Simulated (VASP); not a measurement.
## CdS: single point with PBE

Sheet: CdS, a sheet with vacuum.

```
Cd S
1.0
     4.81244    0.00000    0.00000
     0.00000    4.38660    0.00000
     0.00000    0.00000   26.74295
Cd S
1 1
Direct
  0.50000 0.00000 0.31399
  0.50000 0.50000 0.28430
```

```
Program             : VASP 6.6.1
Task                : single point
Functional          : PBE
Potentials or basis : VASP PAW PBE potentials, release 64 (Cd_sv_GW, S)
Cutoff              : 470 eV
k mesh              : 4 × 4 × 1
Occupations         : gaussian, width 0.1 eV
Spin                : no spin polarisation
```

| Item | Value |
| --- | --- |
| Largest force | 0.004 eV/Å |
| Band gap on the k mesh | 1.47 eV, indirect (least direct gap 2.15 eV) |

Forces in eV/Å, atoms in the order of the input:
```
Cd   0.000  0.000 -0.004
S    0.000  0.000  0.004
```

Levels at points of the mesh, in eV from the valence-band top:
```
           k point  band 9  band 10  band 11  band 12  band 13  band 14  band 15  band 16  band 17  band 18
(0.00, 0.00, 0.00)   -7.95    -7.49    -1.69    -1.69    -0.68     1.47     3.59     4.55     5.21     5.74
(0.50, 0.00, 0.00)   -7.96    -7.45    -1.65    -1.48    -1.28     1.97     3.97     4.46     5.95     6.09
(0.00, 0.50, 0.00)   -7.97    -7.74    -3.94    -0.96     0.00     2.15     5.20     5.21     6.21     6.45
(0.50, 0.50, 0.00)   -7.97    -7.73    -3.77    -0.90    -0.41     2.63     3.03     6.58     6.80     7.25
```

It took 79 s on 1 thread of Intel(R) Xeon(R) 6975P-C (Granite Rapids), with other jobs on the host, peak memory 0.54 GiB.
